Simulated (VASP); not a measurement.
# HfB2 (P6/mmm) in VASP: further runs

The runs below take HfB2 through relaxation of shape and atoms at fixed volume, with BLYP+D3(BJ), PBE+D4.

Everything below comes from runs of VASP 6.6.1. Logs are shortened: lines on timing, memory, paths and dates and some standing lists are left out, and cuts for length are marked.

### Step 1. The cell of the first run

It takes space group P6/mmm (No. 191, hexagonal). The conventional cell has a = 3.084 Å, b = 3.084 Å, c = 3.452 Å, α = 90.00°, β = 90.00°, γ = 120.00°. Within 3.3 Å of Hf (site symmetry 6/mmm) lie 12 B at 2.48 Å and 6 Hf at 3.08 Å. B (site symmetry -6m2) has 3 B at 1.78 Å within 2.4 Å.

### Step 2. Relaxation of shape and atoms at fixed volume, BLYP+D3(BJ) (volume scaled by 0.98)

The input, INCAR:

```
SYSTEM = HfB2
PREC = Accurate
ENCUT = 600
EDIFF = 1E-7
ISMEAR = 0
SIGMA = 0.05
LREAL = .False.
LASPH = .True.
NELM = 60
ALGO = Normal
ISIF = 4
LWAVE = .False.
LCHARG = .False.
GGA = B5
ALDAX = 1.0
AGGAX = 1.0
AGGAC = 1.0
ALDAC = 0.0
IVDW = 12
VDW_S6 = 1.0
VDW_S8 = 2.6996
VDW_A1 = 0.4298
VDW_A2 = 4.2359
IBRION = 2
NSW = 60
EDIFFG = -0.01
```

The input, KPOINTS:

```
regular mesh
0
Gamma
  8 8 8
  0 0 0
```

The input, POSCAR:

```
HfB2
1.0
    3.0839810922      0.0000000000      0.0000000000
   -1.5419905461      2.6708059707      0.0000000000
    0.0000000000      0.0000000000      3.4519283505
Hf B
1 2
Direct
    0.0000000000      0.0000000000      0.0000000000
    0.3333333333      0.6666666667      0.5000000000
    0.6666666667      0.3333333333      0.5000000000
```

Potentials or basis: VASP PAW PBE potentials, release 64 (Hf_pv, B).

The run is started by

```
$ cat potpaw_PBE.64/Hf_pv/POTCAR potpaw_PBE.64/B/POTCAR > POTCAR
$ mpirun -np 1 vasp_std > vasp.out
```

OUTCAR:

```text
SYSTEM = HfB2
   PREC = Accurate
   ENCUT = 600
   EDIFF = 1E-7
   ISMEAR = 0
   LREAL = .False.
   LASPH = .True.
   NELM = 60
   ISIF = 4
   GGA = B5
   IVDW = 12
   IBRION = 2
   NSW = 60
   EDIFFG = -0.01
 IVDW          = 12

 ion  position               nearest neighbor table
   1  0.000  0.000  0.000-   2 2.48   3 2.48   2 2.48   3 2.48   3 2.48   3 2.48   2 2.48   2 2.48
                             3 2.48   3 2.48   2 2.48   2 2.48
   2  0.333  0.667  0.500-   3 1.78   3 1.78   3 1.78   1 2.48   1 2.48   1 2.48   1 2.48   1 2.48
                             1 2.48
   3  0.667  0.333  0.500-   2 1.78   2 1.78   2 1.78   1 2.48   1 2.48   1 2.48   1 2.48   1 2.48
                             1 2.48

  LATTYP: Found a hexagonal cell.
 ALAT       =     3.0839810922
 C/A-ratio  =     1.1193091810

  Lattice vectors:

 A1 = (   3.0839810922,   0.0000000000,   0.0000000000)
 A2 = (  -1.5419905461,   2.6708059707,   0.0000000000)
 A3 = (   0.0000000000,   0.0000000000,   3.4519283505)

Analysis of symmetry for initial positions (statically):
=====================================================================
 Subroutine PRICEL returns:
 Original cell was already a primitive cell.

 Routine SETGRP: Setting up the symmetry group for a
 hexagonal supercell.

 Subroutine GETGRP returns: Found 24 space group operations
 (whereof 24 operations were pure point group operations)
 out of a pool of 24 trial point group operations.

The static configuration has the point symmetry D_6h.

Analysis of symmetry for dynamics (positions and initial velocities):
=====================================================================
 Subroutine PRICEL returns:
 Original cell was already a primitive cell.

 Routine SETGRP: Setting up the symmetry group for a
 hexagonal supercell.

 Subroutine GETGRP returns: Found 24 space group operations
 (whereof 24 operations were pure point group operations)
 out of a pool of 24 trial point group operations.

The dynamic configuration has the point symmetry D_6h.

 Subroutine INISYM returns: Found 24 space group operations
 (whereof 24 operations are pure point group operations),
 and found     1 'primitive' translations

----------------------------------------------------------------------------------------

                                     Primitive cell

  volume of cell :      28.4326

  direct lattice vectors                    reciprocal lattice vectors
     3.083981092  0.000000000  0.000000000     0.324256203  0.187209406  0.000000000
    -1.541990546  2.670805971  0.000000000     0.000000000  0.374418813  0.000000000
     0.000000000  0.000000000  3.451928350     0.000000000  0.000000000  0.289693151

  length of vectors
     3.083981092  3.083981092  3.451928350     0.374418813  0.374418813  0.289693151

  position of ions in fractional coordinates (direct lattice)
     0.000000000  0.000000000  0.000000000
     0.333333333  0.666666667  0.500000000
     0.666666667  0.333333333  0.500000000

  ion indices of the primitive-cell ions
   primitive index   ion index
                 1           1
                 2           2
                 3           3

----------------------------------------------------------------------------------------

 KPOINTS: regular mesh

Automatic generation of k-mesh.
 Grid dimensions read from file:
 generate k-points for:    8    8    8

 Generating k-lattice:

  Cartesian coordinates                     Fractional coordinates (reciprocal lattice)
     0.040532025  0.023401176  0.000000000     0.125000000  0.000000000  0.000000000
     0.000000000  0.046802352  0.000000000     0.000000000  0.125000000  0.000000000
     0.000000000  0.000000000  0.036211644     0.000000000  0.000000000  0.125000000

  Length of vectors
     0.046802352  0.046802352  0.036211644

  Shift w.r.t. Gamma in fractional coordinates (k-lattice)
     0.000000000  0.000000000  0.000000000

 Subroutine IBZKPT returns following result:
 ===========================================

 Found     50 irreducible k-points:

 Following reciprocal coordinates:
            Coordinates               Weight
  0.000000  0.000000  0.000000      1.000000
  0.125000  0.000000  0.000000      6.000000
  0.250000  0.000000  0.000000      6.000000
  0.375000 -0.000000  0.000000      6.000000
  0.500000  0.000000  0.000000      3.000000
  0.125000  0.125000  0.000000      6.000000
[... 16 lines left out ...]
  0.250000  0.000000  0.250000     12.000000
  0.375000 -0.000000  0.250000     12.000000
 [... further k-points ...]
   k-points           NKPTS =     50   k-points in BZ     NKDIM =     50   number of bands    NBANDS=     12
   number of dos      NEDOS =    301   number of ions     NIONS =      3
   total plane-waves  NPLWV =  21952
   dimension x,y,z NGX =    28 NGY =   28 NGZ =   28
   dimension x,y,z NGXF=    56 NGYF=   56 NGZF=   56
   ions per type =               1   2
[... 85 lines left out ...]
  band No.  band energies     occupation
      1     -22.0219      2.00000
      2     -21.6011      2.00000
      3     -21.4910      2.00000
      4      -5.0028      2.00000
      5       4.6914      2.00000
      6       5.4153      2.00000
      7       5.5449      2.00000
      8       5.8409      2.00000
      9      11.5884      0.00000
     10      12.3912      0.00000
     11      12.4435      0.00000
     12      13.0275      0.00000

 k-point     3 :       0.2500    0.0000    0.0000
  band No.  band energies     occupation
      1     -21.9650      2.00000
      2     -21.9280      2.00000
      3     -21.5653      2.00000
      4      -4.0491      2.00000
      5       2.9124      2.00000
      6       4.8184      2.00000
      7       5.3971      2.00000
      8       6.3033      2.00000
      9      10.7400      0.00000
     10      11.9348      0.00000
     11      12.3786      0.00000
     12      12.5883      0.00000

 k-point     4 :       0.3750   -0.0000    0.0000
  band No.  band energies     occupation
      1     -22.2370      2.00000
      2     -21.9076      2.00000
      3     -21.6384      2.00000
      4      -2.6695      2.00000
      5       0.9968      2.00000
      6       4.3522      2.00000
      7       5.1550      2.00000
      8       5.9342      2.00000
      9      11.1721      0.00000
     10      11.4913      0.00000
     11      12.3035      0.00000
     12      13.7202      0.00000

 k-point     5 :       0.5000    0.0000    0.0000
  band No.  band energies     occupation
      1     -22.3604      2.00000
      2     -21.8836      2.00000
      3     -21.6684      2.00000
      4      -1.3417      2.00000
      5      -0.5082      2.00000
      6       4.1854      2.00000
      7       5.0407      2.00000
      8       5.6366      2.00000
      9      10.7001      0.00000
     10      11.3225      0.00000
     11      14.3201      0.00000
     12      14.4814      0.00000
[... 228 lines left out ...]
      1     -22.2005      2.00000
      2     -21.4487      2.00000
      3     -21.4487      2.00000
      4      -4.3863      2.00000
      5       2.3865      2.00000
      6       6.1712      2.00000
      7       6.1712      2.00000
      8       8.6018      0.00134
      9      10.0761      0.00000
     10      10.0761      0.00000
     11      11.4755      0.00000
     12      11.4755      0.00000

 k-point    22 :       0.1250    0.0000    0.2500
  band No.  band energies     occupation
      1     -22.1737      2.00000
      2     -21.5873      2.00000
      3     -21.4791      2.00000
      4      -4.1076      2.00000
      5       2.6298      2.00000
      6       5.0835      2.00000
      7       5.7943      2.00000
      8       8.0370      2.00000
      9       9.9716      0.00000
     10      10.0826      0.00000
     11      12.2004      0.00000
     12      12.5792      0.00000

 k-point    23 :       0.2500    0.0000    0.2500
  band No.  band energies     occupation
      1     -22.1086      2.00000
      2     -21.9082      2.00000
      3     -21.5516      2.00000
      4      -3.3628      2.00000
      5       2.4989      2.00000
      6       3.9404      2.00000
      7       4.9988      2.00000
      8       6.8600      2.00000
      9      10.0322      0.00000
     10      11.0186      0.00000
     11      14.0704      0.00000
     12      14.0823      0.00000

 k-point    24 :       0.3750   -0.0000    0.2500
  band No.  band energies     occupation
      1     -22.2143      2.00000
      2     -22.0406      2.00000
      3     -21.6230      2.00000
      4      -2.3152      2.00000
      5       0.8130      2.00000
      6       4.3534      2.00000
      7       4.6123      2.00000
      8       5.7952      2.00000
      9      10.3252      0.00000
     10      12.5297      0.00000
     11      13.9286      0.00000
     12      14.6280      0.00000

 [... further k-points ...]

------------------------ aborting loop because EDIFF is reached ----------------------------------------

 Edisp (eV)   -2.62214

 E8    (eV) :    -1.9542

  FORCE on cell =-STRESS in cart. coord.  units (eV):
  Direction    XX          YY          ZZ          XY          YZ          ZX
  --------------------------------------------------------------------------------------
  -------------------------------------------------------------------------------------
  Total       1.04417     1.04417     1.02760     0.00000    -0.00000    -0.00000
  in kB      58.83919    58.83919    57.90511     0.00000    -0.00000    -0.00000
  external pressure =       58.53 kB  Pullay stress =        0.00 kB

 VOLUME and BASIS-vectors are now :
 -----------------------------------------------------------------------------
  energy-cutoff  :      600.00
  volume of cell :       28.43
      direct lattice vectors                 reciprocal lattice vectors
     3.083981092  0.000000000  0.000000000     0.324256203  0.187209406  0.000000000
    -1.541990546  2.670805971  0.000000000     0.000000000  0.374418813  0.000000000
     0.000000000  0.000000000  3.451928350     0.000000000  0.000000000  0.289693151

 POSITION                                       TOTAL-FORCE (eV/Angst)
 -----------------------------------------------------------------------------------
      0.00000      0.00000      0.00000         0.000000      0.000000     -0.000000
     -0.00000      1.78054      1.72596         0.000000     -0.000000      0.000000
      1.54199      0.89027      1.72596        -0.000000      0.000000     -0.000000
 -----------------------------------------------------------------------------------
    total drift:                               -0.000000      0.000000      0.000000

  FREE ENERGIE OF THE ION-ELECTRON SYSTEM (eV)
  ---------------------------------------------------
  free  energy   TOTEN  =       -25.8708883136 eV

  energy  without entropy=      -25.8700598066  energy(sigma->0) =      -25.87047406

 reached required accuracy - stopping structural energy minimisation
```

Run time: 38 s. Hardware: 1 thread of Intel Xeon Platinum 8488C (Sapphire Rapids), shared host; peak memory 0.18 GiB.

Results:

```yaml
Free_energy: -25.8709 eV
Pressure_after_relaxing: 5.9 GPa
Band_gap_on_the_k_mesh: zero (band 8 reaches 9.26 eV, above the bottom of band 9 at 8.49 eV)
Dispersion_energy_per_atom: -0.874 eV
```

Final structure:
```
Hf B
1.0
     3.08398    0.00000    0.00000
    -1.54199    2.67081    0.00000
     0.00000    0.00000    3.45193
Hf B
1 2
Direct
  0.00000 0.00000 0.00000
  0.33333 0.66667 0.50000
  0.66667 0.33333 0.50000
```

Caveat: the cell differs from its parent crystal (volume scaled by 0.98); the relaxation stopped at its first step, so nothing moved; the PAW data sets were made with another functional, which shifts forces and pressure a little; spin-orbit coupling is left out, which moves the levels of the heavy elements; pairwise dispersion overbinds metals, which lowers pressure and volume.

### Step 3. Relaxation of shape and atoms at fixed volume, PBE+D4

This run uses another cell than the first one, of 9.60 Å³/atom, 1.013 times its volume.

The input, INCAR:

```
  PREC = Accurate
  ENCUT = 600
  EDIFF = 1E-6
  ISMEAR = 0
  SIGMA = 0.05
  LREAL = False
  LASPH = True
  NELM = 60
  ALGO = Normal
  ISIF = 4
  LWAVE = False
  LCHARG = False
  GGA = PE
  IVDW = 13
  IBRION = 2
  NSW = 60
  EDIFFG = -0.04
```

The input, KPOINTS:

```
Automatic mesh
0
Gamma
  8 8 8
```

The input, POSCAR:

```
HfB2
1.0
    3.1154498036      0.0000000000      0.0000000000
   -1.5577249018      2.6980586742      0.0000000000
    0.0000000000      0.0000000000      3.4261149988
Hf B
1 2
Direct
    0.0000000000      0.0000000000      0.0000000000
    0.3333333333      0.6666666667      0.5000000000
    0.6666666667      0.3333333333      0.5000000000
```

Potentials or basis: VASP PAW PBE potentials, release 64 (Hf_pv, B).

The run is started by

```
$ cat potpaw_PBE.64/Hf_pv/POTCAR potpaw_PBE.64/B/POTCAR > POTCAR
$ mpirun -np 1 vasp_std > vasp.out
```

Run time: 20 s. Hardware: 1 thread of Intel Xeon Platinum 8488C (Sapphire Rapids), shared host; peak memory 0.17 GiB.

The run converged. Its results:

```yaml
Free_energy: -27.3293 eV
Pressure_after_relaxing: 3.2 GPa
Band_gap_on_the_k_mesh: zero (band 8 reaches 8.45 eV, above the bottom of band 9 at 7.92 eV)
Dispersion_energy_per_atom: -0.320 eV
```

Stress tensor (GPa, compression positive):
```
3.39 0.00 0.00
0.00 3.39 0.00
0.00 0.00 2.71
```

Final structure:
```
Hf B
1.0
     3.11545    0.00000    0.00000
    -1.55772    2.69806    0.00000
     0.00000    0.00000    3.42611
Hf B
1 2
Direct
  0.00000 0.00000 0.00000
  0.33333 0.66667 0.50000
  0.66667 0.33333 0.50000
```

Levels at points of the mesh, in eV from the Fermi level:
| k point | band 6 | band 7 | band 8 | band 9 | band 10 | band 11 |
| --- | --- | --- | --- | --- | --- | --- |
| (0.00, 0.00, 0.00) | -3.01 | -3.01 | -2.69 | 4.19 | 4.19 | 4.92 |
| (0.50, 0.00, 0.00) | -4.18 | -3.48 | -2.95 | 2.21 | 2.85 | 5.85 |
| (0.00, 0.00, 0.50) | -1.23 | -1.23 | 0.26 | 0.26 | 1.04 | 1.04 |
| (0.50, 0.00, 0.50) | -5.11 | -4.81 | -2.61 | 4.15 | 4.47 | 6.49 |

Caveat: the relaxation stopped at its first step, so nothing moved; spin-orbit coupling is left out, which moves the levels of the heavy elements; pairwise dispersion overbinds metals, which lowers pressure and volume.

### Step 4. Relaxation of shape and atoms at fixed volume, BLYP+D3(BJ)

This run uses another cell than the first one, of 9.67 Å³/atom, 1.020 times its volume.

The input, INCAR:

```
SYSTEM = HfB2
PREC = Accurate
ENCUT = 600
EDIFF = 1E-6
ISMEAR = 0
SIGMA = 0.05
LREAL = .FALSE.
LASPH = .TRUE.
NELM = 80
ALGO = Normal
ISIF = 4
LWAVE = .FALSE.
LCHARG = .FALSE.
GGA = B5
ALDAX = 1.0
AGGAX = 1.0
AGGAC = 1.0
ALDAC = 0.0
IVDW = 12
VDW_S6 = 1.0
VDW_S8 = 2.6996
VDW_A1 = 0.4298
VDW_A2 = 4.2359
IBRION = 2
NSW = 60
EDIFFG = -0.01
```

The input, KPOINTS:

```
Automatic mesh
0
G
  8 8 8
  0 0 0
```

The input, POSCAR:

```
HfB2
1.0
    3.1072468426      0.0000000000      0.0000000000
   -1.5536234213      2.6909547016      0.0000000000
    0.0000000000      0.0000000000      3.4698252237
Hf B
1 2
Direct
    0.0000000000      0.0000000000      0.0000000000
    0.3333333333      0.6666666667      0.5000000000
    0.6666666667      0.3333333333      0.5000000000
```

The run is started by

```
$ cat potpaw_PBE.64/Hf_pv/POTCAR potpaw_PBE.64/B/POTCAR > POTCAR
$ mpirun -np 1 vasp_std > vasp.out
```

Run time: 39 s. Hardware: 1 thread of Intel Xeon Platinum 8488C (Sapphire Rapids), shared host; peak memory 0.18 GiB.

Results (log left out):

```
Free energy                : -25.8822 eV
Energy gained by relaxing  : 0.1 meV/atom
Ionic steps                : 2
Pressure after relaxing    : 0.3 GPa
Band gap on the k mesh     : zero (band 8 reaches 9.10 eV, above the bottom of band 9 at 8.33 eV)
Dispersion energy per atom : -0.856 eV
```

Step by step:
```
step  energy change (eV)  largest force (eV/Å)  pressure (GPa)  volume (Å³)
   1              0.0000                0.0000            0.27        29.01
   2             -0.0003                0.0000            0.35        29.01
```

Final structure:
```
Hf B
1.0
     3.10325    0.00000    0.00000
    -1.55162    2.68749    0.00000
     0.00000    0.00000    3.47877
Hf B
1 2
Direct
  0.00000 0.00000 0.00000
  0.33333 0.66667 0.50000
  0.66667 0.33333 0.50000
```

Levels at points of the mesh, in eV from the Fermi level:
```
           k point  band 6  band 7  band 8  band 9  band 10  band 11
(0.00, 0.00, 0.00)   -2.87   -2.87   -2.79    4.09     4.09     4.56
(0.50, 0.00, 0.00)   -4.24   -3.42   -2.79    2.16     2.77     5.67
(0.00, 0.00, 0.50)   -1.21   -1.21    0.50    0.50     1.03     1.03
(0.50, 0.00, 0.50)   -4.97   -4.66   -2.44    4.10     4.40     6.35
```

Caveat: the PAW data sets were made with another functional, which shifts forces and pressure a little; spin-orbit coupling is left out, which moves the levels of the heavy elements; pairwise dispersion overbinds metals, which lowers pressure and volume.

### Step 5. The runs side by side

| level | cell | gap on the mesh (eV) | pressure (GPa) |
| --- | --- | --- | --- |
| BLYP+D3(BJ) | relaxed from a = 3.084, b = 3.084, c = 3.452 Å, angles 90.0, 90.0, 120.0°, 3 atoms | none | 5.9 |
| PBE+D4 | relaxed from a = 3.115, b = 3.115, c = 3.426 Å, angles 90.0, 90.0, 120.0°, 3 atoms | none | 3.2 |
| BLYP+D3(BJ) | relaxed from a = 3.107, b = 3.107, c = 3.470 Å, angles 90.0, 90.0, 120.0°, 3 atoms | none | 0.3 |

Alike in all rows: task relaxation of shape and atoms at fixed volume; potentials or basis VASP PAW PBE potentials, release 64 (Hf_pv, B); no spin polarisation; k mesh 8 × 8 × 8; cutoff (eV) 600; smearing gaussian 0.05 eV.

Caveats: spin-orbit coupling is left out, which moves the levels of the heavy elements; pairwise dispersion overbinds metals, which lowers pressure and volume; the relaxation stopped at its first step, so nothing moved (some runs); the PAW data sets were made with another functional, which shifts forces and pressure a little (some runs).

Total energies depend on the potentials used, so only differences within one code and one set of settings carry meaning.
